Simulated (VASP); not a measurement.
# P (Cmce) in VASP: notebook, part 2 of 2

VASP 6.6.1.

## (3) Relaxation of cell and atoms, PBE+D3(BJ)

This run uses another cell than the first one, of 19.03 Å³/atom.

Contents of INCAR:

```
ALGO     = Normal         # electronic algorithm
EDIFF    = 1E-7           # SCF threshold, eV
EDIFFG   = -0.005         # ionic threshold
ENCUT    = 600            # plane-wave cutoff, eV
GGA      = PE             # functional
IBRION   = 2              # ionic algorithm
ISIF     = 3              # what is computed and relaxed
ISMEAR   = 0              # smearing method
IVDW     = 12             # dispersion correction
LASPH    = T              # aspherical terms in the spheres
LCHARG   = F              # write CHGCAR
LREAL    = F              # projectors in reciprocal space
LWAVE    = F              # write WAVECAR
NELM     = 100            # most SCF steps
NSW      = 100            # ionic steps
PREC     = Accurate       # precision mode
SIGMA    = 0.01           # smearing width, eV
```

Contents of KPOINTS:

```
k-points
0
Gamma
  12 12 8
```

Contents of POSCAR:

```
P
1.0
    1.6582000000     -5.2420000000      0.0000000000
    1.6582000000      5.2420000000      0.0000000000
    0.0000000000      0.0000000000      4.3793000000
P
4
Direct
    0.8983800000      0.1016200000      0.0806800000
    0.6016200000      0.3983800000      0.5806800000
    0.1016200000      0.8983800000      0.9193200000
    0.3983800000      0.6016200000      0.4193200000
```

Potentials or basis: VASP PAW PBE potentials, release 64 (P).

Run with:

```bash
$ cat potpaw_PBE.64/P/POTCAR > POTCAR
$ mpirun -np 1 vasp_std > vasp.out
```

OUTCAR:

```text
EDIFF = 1E-7
   EDIFFG = -0.005
   ENCUT = 600
   GGA = PE
   IBRION = 2
   ISIF = 3
   ISMEAR = 0
   IVDW = 12
   LASPH = T
   LREAL = F
   NELM = 100
   NSW = 100
   PREC = Accurate
 IVDW          = 12

 ion  position               nearest neighbor table
   1  0.898  0.102  0.081-   4 2.22   4 2.22   3 2.24
   2  0.602  0.398  0.581-   3 2.22   3 2.22   4 2.24
   3  0.102  0.898  0.919-   2 2.22   2 2.22   1 2.24
   4  0.398  0.602  0.419-   1 2.22   1 2.22   2 2.24

  LATTYP: Found a base centered orthorhombic cell.
 ALAT       =     3.3164000000
 B/A-ratio  =     3.1612591967
 C/A-ratio  =     1.3204981305

  Lattice vectors:

 A1 = (   1.6582000000,  -5.2420000000,   0.0000000000)
 A2 = (   1.6582000000,   5.2420000000,   0.0000000000)
 A3 = (   0.0000000000,   0.0000000000,   4.3793000000)

Analysis of symmetry for initial positions (statically):
=====================================================================
 Subroutine PRICEL returns:
 Original cell was already a primitive cell.

 Routine SETGRP: Setting up the symmetry group for a
 base centered orthorhombic supercell.

 Subroutine GETGRP returns: Found  8 space group operations
 (whereof  4 operations were pure point group operations)
 out of a pool of  8 trial point group operations.

The static configuration has the point symmetry C_2h.
 The point group associated with its full space group is D_2h.

Analysis of symmetry for dynamics (positions and initial velocities):
=====================================================================
 Subroutine PRICEL returns:
 Original cell was already a primitive cell.

 Routine SETGRP: Setting up the symmetry group for a
 base centered orthorhombic supercell.

 Subroutine GETGRP returns: Found  8 space group operations
 (whereof  4 operations were pure point group operations)
 out of a pool of  8 trial point group operations.

The dynamic configuration has the point symmetry C_2h.
 The point group associated with its full space group is D_2h.

 Subroutine INISYM returns: Found  8 space group operations
 (whereof  4 operations are pure point group operations),
 and found     1 'primitive' translations

----------------------------------------------------------------------------------------

                                     Primitive cell

  volume of cell :      76.1322

  direct lattice vectors                    reciprocal lattice vectors
[... 139 lines left out ...]
  free energy    TOTEN  =       -21.46805681 eV

  energy without entropy =      -21.46802310  energy(sigma->0) =      -21.46803996

------------------------ aborting loop because EDIFF is reached ----------------------------------------

 Edisp (eV)   -1.46854

 E8    (eV) :    -0.5562
[... 111 lines left out ...]
  FREE ENERGIE OF THE ION-ELECTRON SYSTEM (eV)
  ---------------------------------------------------
  free  energy   TOTEN  =       -22.9455508144 eV

  energy  without entropy=      -22.9455312238  energy(sigma->0) =      -22.94554102

 E-fermi :   6.9533     XC(G=0):  -9.9980

 val. band max:        6.9532586891   @ k =   0.5000   0.1667   0.0000
 cond. band min:       6.9988841751   @ k =  -0.4167   0.0833   0.0000
 fundamental gap:      0.0456254860
 Fermi energy:         6.9532587435

 k-point     1 :       0.0000    0.0000    0.0000
  band No.  band energies     occupation
      1      -9.0675      2.00000
      2      -5.9774      2.00000
      3      -2.5514      2.00000
      4      -0.2076      2.00000
      5       1.8511      2.00000
      6       2.3500      2.00000
      7       2.9639      2.00000
      8       3.9651      2.00000
      9       4.4293      2.00000
     10       5.5253      2.00000
     11       7.6365      0.00000
     12       8.1724      0.00000
     13       8.9602      0.00000
     14      10.1563      0.00000
[... 379 lines left out ...]
      3      -3.3075      2.00000
      4       0.2659      2.00000
      5       0.9389      2.00000
      6       1.1759      2.00000
      7       2.3208      2.00000
      8       3.2858      2.00000
      9       4.6290      2.00000
     10       5.9003      2.00000
     11       7.3270      0.00000
     12       8.5610      0.00000
     13       9.7537      0.00000
     14      10.1794      0.00000

 [... further k-points ...]

[... ionic steps 4 to 9 ...]

--------------------------------------- Ionic step       10  -------------------------------------------

 number of electron      20.0000000 magnetization

------------------------ aborting loop because EDIFF is reached ----------------------------------------
[... 79 lines left out ...]
--------------------------------------- Ionic step       12  -------------------------------------------

 number of electron      20.0000000 magnetization

 Free energy of the ion-electron system (eV)
  ---------------------------------------------------
  ext. energy  EPLUGINS =         0.00000000
  ---------------------------------------------------
  free energy    TOTEN  =       -21.38150890 eV

  energy without entropy =      -21.38150636  energy(sigma->0) =      -21.38150763

 E-fermi :   7.4255     XC(G=0): -10.2473

 val. band max:        7.4111885727   @ k =  -0.3333   0.3333   0.0000
 cond. band min:       7.4398810544   @ k =  -0.4167   0.4167   0.0000
 fundamental gap:      0.0286924817
 Fermi energy:         7.4255100742

 k-point     1 :       0.0000    0.0000    0.0000
  band No.  band energies     occupation
      1      -8.6414      2.00000
      2      -5.3107      2.00000
      3      -1.8128      2.00000
      4       0.0882      2.00000
      5       2.2774      2.00000
      6       3.1027      2.00000
      7       3.3089      2.00000
      8       4.5021      2.00000
      9       4.7326      2.00000
     10       5.9921      2.00000
     11       8.3682      0.00000
     12       8.6232      0.00000
     13       9.2912      0.00000
     14      10.8080      0.00000
[... 426 lines left out ...]
  FREE ENERGIE OF THE ION-ELECTRON SYSTEM (eV)
  ---------------------------------------------------
  free  energy   TOTEN  =       -22.9696495695 eV

  energy  without entropy=      -22.9696470346  energy(sigma->0) =      -22.96964830

 reached required accuracy - stopping structural energy minimisation
```

OSZICAR:

```text
N       E                     dE             d eps       ncg     rms          rms(c)
DAV:   1     0.721025739574E+02    0.72103E+02   -0.91759E+03  6020   0.136E+03
DAV:   2    -0.167867221970E+02   -0.88889E+02   -0.86146E+02  7806   0.186E+02
DAV:   3    -0.215523504032E+02   -0.47656E+01   -0.47211E+01  8312   0.457E+01
DAV:   4    -0.216170442882E+02   -0.64694E-01   -0.64620E-01  7466   0.626E+00
[... 107 lines left out ...]
       N       E                     dE             d eps       ncg     rms          rms(c)
DAV:   1    -0.213815129334E+02    0.63280E-03   -0.57514E-04  6272   0.134E-01    0.165E-02
DAV:   2    -0.213815107265E+02    0.22069E-05   -0.26401E-05  7952   0.385E-02    0.873E-03
DAV:   3    -0.213815089120E+02    0.18145E-05   -0.26063E-06  6992   0.100E-02    0.315E-03
DAV:   4    -0.213815088959E+02    0.16143E-07   -0.69863E-07  7430   0.499E-03
  12 F= -.22969650E+02 E0= -.22969648E+02  d E =-.963311E-05
```

CONTCAR:

```text
P
   1.00000000000000
     1.6570663823128213   -5.0981426799811880    0.0000000000000000
     1.6570663823128213    5.0981426799811880   -0.0000000000000000
     0.0000000000000000    0.0000000000000000    4.1841862407011252
  P
     4
Direct
     0.8939913218785239    0.1060086781214762    0.0730349974940785
     0.6060086781214761    0.3939913218785238    0.5730349974940786
     0.1060086781214762    0.8939913218785239    0.9269650025059214
     0.3939913218785238    0.6060086781214761    0.4269650025059215

  0.00000000E+00  0.00000000E+00  0.00000000E+00
  0.00000000E+00  0.00000000E+00  0.00000000E+00
  0.00000000E+00  0.00000000E+00  0.00000000E+00
  0.00000000E+00  0.00000000E+00  0.00000000E+00
```

It took 62 min on 1 thread of Intel Xeon 8259CL, shared host; peak memory 0.44 GiB.

What came out:

```
Free energy                           : -22.9696 eV
Relaxed volume                        : 17.67 Å³/atom
Relaxed cell                          : a = 5.361 Å, b = 5.361 Å, c = 4.184 Å, α = 90.00°, β = 90.00°, γ = 143.99°
Space group after relaxing (to 0.1 Å) : Cmce (No. 64)
Energy gained by relaxing             : 8.3 meV/atom
Ionic steps                           : 12
Pressure after relaxing               : 0.0 GPa
Band gap on the k mesh                : zero (bands 10 and 11 overlap by 0.13 eV)
Dispersion energy per atom            : -0.397 eV
```

Step by step:
```tsv
step	energy change (eV)	largest force (eV/Å)	pressure (GPa)	volume (Å³)
1	0.0000	0.0718	-1.43	76.13
2	-0.0088	0.2276	0.39	74.28
3	-0.0090	0.2092	0.18	74.48
4	-0.0161	0.1090	0.05	73.83
5	-0.0198	0.0507	-0.15	72.93
6	-0.0264	0.0541	-0.18	72.32
7	-0.0326	0.0580	-0.14	70.91
8	-0.0326	0.0683	0.13	70.58
9	-0.0330	0.0093	0.00	70.74
10	-0.0330	0.0057	-0.02	70.73
11	-0.0330	0.0059	-0.03	70.72
12	-0.0331	0.0019	-0.01	70.70
```

Final structure:
```
CELL_PARAMETERS angstrom
1.65707 -5.09814 0.00000
1.65707 5.09814 0.00000
0.00000 0.00000 4.18419
ATOMIC_POSITIONS crystal
P 0.89399 0.10601 0.07304
P 0.60601 0.39399 0.57303
P 0.10601 0.89399 0.92697
P 0.39399 0.60601 0.42696
```

The gap in the log of VASP goes by the Fermi energy; the results here count the filled bands.